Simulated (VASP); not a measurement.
# C (P4/mmm) in VASP: single point with PBE

Aim: the single point of C with PBE.

All numbers are computed with VASP 6.6.1; they aren't measurements. Logs are shortened: lines on timing, memory, paths and dates and some standing lists are left out, and cuts for length are marked.

## Step 1: The cell of the first run

It takes space group P4/mmm (No. 123, tetragonal). The conventional cell has a = 1.582 Å, b = 1.582 Å, c = 2.338 Å, α = 90.00°, β = 90.00°, γ = 90.00°. C (site symmetry 4/mmm) has 4 C at 1.58 Å within 2.1 Å.

## Step 2: Single point, PBE

Contents of INCAR:

```
  PREC = Accurate
  ENCUT = 520
  EDIFF = 1E-7
  ISMEAR = 0
  SIGMA = 0.1
  LREAL = False
  LASPH = True
  NELM = 80
  ALGO = Normal
  ISIF = 2
  LWAVE = False
  LCHARG = False
  GGA = PE
  NBANDS = 8
```

Contents of KPOINTS:

```
Automatic mesh
0
Gamma
  10 10 8
```

Contents of POSCAR:

```
C
1.0
    1.5816350500      0.0000000000      0.0000000000
    0.0000000000      1.5816350500      0.0000000000
    0.0000000000      0.0000000000      2.3378412500
C
1
Direct
    0.0000000000      0.0000000000      0.0000000000
```

Potentials or basis: VASP PAW PBE potentials, release 64 (C).

Command:

```
> cat potpaw_PBE.64/C/POTCAR > POTCAR
> mpirun -np 1 vasp_std > vasp.out
```

OUTCAR:

```text
PREC = Accurate
   ENCUT = 520
   EDIFF = 1E-7
   ISMEAR = 0
   LREAL = False
   LASPH = True
   NELM = 80
   ISIF = 2
   GGA = PE

 ion  position               nearest neighbor table
   1  0.000  0.000  0.000-

  LATTYP: Found a simple tetragonal cell.
 ALAT       =     1.5816350500
 C/A-ratio  =     1.4781167438

  Lattice vectors:

 A1 = (   1.5816350500,   0.0000000000,   0.0000000000)
 A2 = (   0.0000000000,   1.5816350500,   0.0000000000)
 A3 = (   0.0000000000,   0.0000000000,   2.3378412500)

Analysis of symmetry for initial positions (statically):
=====================================================================
 Subroutine PRICEL returns:
 Original cell was already a primitive cell.

 Routine SETGRP: Setting up the symmetry group for a
 simple tetragonal supercell.

 Subroutine GETGRP returns: Found 16 space group operations
 (whereof 16 operations were pure point group operations)
 out of a pool of 16 trial point group operations.

The static configuration has the point symmetry D_4h.

Analysis of symmetry for dynamics (positions and initial velocities):
=====================================================================
 Subroutine PRICEL returns:
 Original cell was already a primitive cell.

 Routine SETGRP: Setting up the symmetry group for a
 simple tetragonal supercell.

 Subroutine GETGRP returns: Found 16 space group operations
 (whereof 16 operations were pure point group operations)
 out of a pool of 16 trial point group operations.

The dynamic configuration has the point symmetry D_4h.

 Subroutine INISYM returns: Found 16 space group operations
 (whereof 16 operations are pure point group operations),
 and found     1 'primitive' translations

----------------------------------------------------------------------------------------

                                     Primitive cell

  volume of cell :       5.8483

  direct lattice vectors                    reciprocal lattice vectors
     1.581635050  0.000000000  0.000000000     0.632257106  0.000000000  0.000000000
     0.000000000  1.581635050  0.000000000     0.000000000  0.632257106  0.000000000
     0.000000000  0.000000000  2.337841250     0.000000000  0.000000000  0.427745040

  length of vectors
     1.581635050  1.581635050  2.337841250     0.632257106  0.632257106  0.427745040
[... 73 lines left out ...]
   ISPIN  =      1    spin polarized calculation?
   LNONCOLLINEAR =      F non collinear calculations
   LSORBIT =      F    spin-orbit coupling
   LASPH  =      T    aspherical Exc in radial PAW
   ENCUT  =  520.0 eV  38.22 Ry    6.18 a.u.   2.94  2.94  4.35*2*pi/ulx,y,z
   NELM   =     80;   NELMIN=  2; NELMDL= -5     # of ELM steps
   EDIFF  = 0.1E-06   stopping-criterion for ELM
   LREAL  =      F    real-space projection
   EDIFFG = 0.1E-05   stopping-criterion for IOM
   NSW    =      0    number of steps for IOM
   IBRION =     -1    ionic relax: 0-MD 1-quasi-New 2-CG
   NFREE  =      0    steps in history (QN), initial steepest desc. (CG)
   ISIF   =      2    stress and relaxation
   ISYM   =      2    0-nonsym 1-usesym 2-fastsym
   POTIM  = 0.5000    time-step for ionic-motion
   TEBEG  =    0.0;   TEEND  =   0.0 temperature during run
   PSTRESS=    0.0 pullay stress
   NELECT =       4.0000    total number of electrons
   NUPDOWN=      -1.0000    fix difference up-down
   EMIN   =  10.00;   EMAX   =-10.00  energy-range for DOS
   EFERMI =   0.00;   METHOD = LEGACY
   ISMEAR =     0;   SIGMA  =   0.10  broadening in eV -4-tet -1-fermi 0-gaus
   EFERMI_NEDOS =   21; number of points for ismear=-14 and -15
   IALGO  =     38    algorithm
   IMIX   =      4    mixing-type and parameters
     AMIX     =   0.40;   BMIX     =  1.00
     AMIX_MAG =   1.60;   BMIX_MAG =  1.00
  volume/ion in A,a.u.               =       5.85        39.47
  Fermi-wavevector in a.u.,A,eV,Ry     =   1.442400  2.725740 28.307152  2.080517
  Thomas-Fermi vector in A             =   2.560924
   LORBIT       =      0    0 simple, 1 ext, 2 COOP (PROOUT), +10 PAW based schemes
   GGA     = PE    functional components
   LHFCALC =     F    Hartree Fock is set to
   AEXX    =    0.0000 exact exchange contribution
   IVDW    =     0    specifies the selected vdW correction
   LEPSILON=     F    determine dielectric tensor
   LRPA    =     F    only Hartree local field effects (RPA)
 non-spin polarized calculation
 Gauss-broadening in eV      SIGMA  =   0.10
  energy-cutoff  :      520.00
  volume of cell :        5.85
 maximum number of plane-waves:       168
 NGX is ok and might be reduce to    12
   NGX =  5   NGY =  5   NGZ =  9

 number of electron       3.9999999 magnetization

 Free energy of the ion-electron system (eV)
  ---------------------------------------------------
  ext. energy  EPLUGINS =         0.00000000
  ---------------------------------------------------
  free energy    TOTEN  =        -6.47101444 eV

  energy without entropy =       -6.46964228  energy(sigma->0) =       -6.47032836

 E-fermi :   9.5878     XC(G=0): -13.3274

 val. band max:        9.5385254842   @ k =   0.3000   0.1000   0.1250
 cond. band min:       9.6420850641   @ k =   0.2000   0.1000   0.0000
 fundamental gap:      0.1035595799
 Fermi energy:         9.5877798624

 k-point     1 :       0.0000    0.0000    0.0000
  band No.  band energies     occupation
      1     -12.3240      2.00000
      2       7.2660      2.00000
      3      20.1005      0.00000
      4      25.9253      0.00000
      5      25.9253      0.00000
      6      44.3858      0.00000
      7      52.5180      0.00000
      8      57.9253      0.00000
[... 243 lines left out ...]
 k-point    24 :       0.2000    0.0000    0.1250
  band No.  band energies     occupation
      1     -10.1816      2.00000
      2       7.3800      2.00000
      3      16.5353      0.00000
      4      25.0005      0.00000
      5      27.3160      0.00000
      6      44.7803      0.00000
      7      51.3622      0.00000
      8      53.5284      0.00000

 [... further k-points ...]
[... 5 lines left out ...]
  --------------------------------------------------------------------------------------
  -------------------------------------------------------------------------------------
  Total        1.6134665      1.6134665      1.2557732      0.0000000      0.0000000      0.0000000
  in kB      442.0210579    442.0210579    344.0283323      0.0000000      0.0000000      0.0000000
  external PRESSURE =     409.3568160 kB  Pullay stress =       0.0000000 kB

 VOLUME and BASIS-vectors are now :
 -----------------------------------------------------------------------------
  energy-cutoff  :      520.00
  volume of cell :        5.85
      direct lattice vectors                 reciprocal lattice vectors
     1.581635050  0.000000000  0.000000000     0.632257106  0.000000000  0.000000000
     0.000000000  1.581635050  0.000000000     0.000000000  0.632257106  0.000000000
     0.000000000  0.000000000  2.337841250     0.000000000  0.000000000  0.427745040

 POSITION                                       TOTAL-FORCE (eV/Angst)
 -----------------------------------------------------------------------------------
      0.00000      0.00000      0.00000         0.000000      0.000000      0.000000
 -----------------------------------------------------------------------------------
    total drift:                                0.000000     -0.000000      0.000000

  FREE ENERGIE OF THE ION-ELECTRON SYSTEM (eV)
  ---------------------------------------------------
  free  energy   TOTEN  =        -6.4710144448 eV

  energy  without entropy=       -6.4696422762  energy(sigma->0) =       -6.47032836
```

stdout:

```text
POSCAR found type information on POSCAR C
 POSCAR found :  1 types and       1 ions
 scaLAPACK will be used
 LDA part: xc-table for (Slater+PW92), standard interpolation
 POSCAR, INCAR and KPOINTS ok, starting setup
 FFT: planning ... GRIDC
 FFT: planning ... GRID_SOFT
 FFT: planning ... GRID
 WAVECAR not read
 entering main loop
```

Run time: 2.7 s. Hardware: 1 thread of Intel Xeon Platinum 8488C (Sapphire Rapids), shared host; peak memory 0.1 GiB.

What came out:

| Quantity | Value |
| --- | --- |
| Free energy | -6.4710 eV |
| Pressure | 40.9 GPa |
| Band gap on the k mesh | zero (band 2 reaches 11.03 eV, above the bottom of band 3 at 7.04 eV) |

Caveat: the k points lie up to 0.40 Å⁻¹ apart.
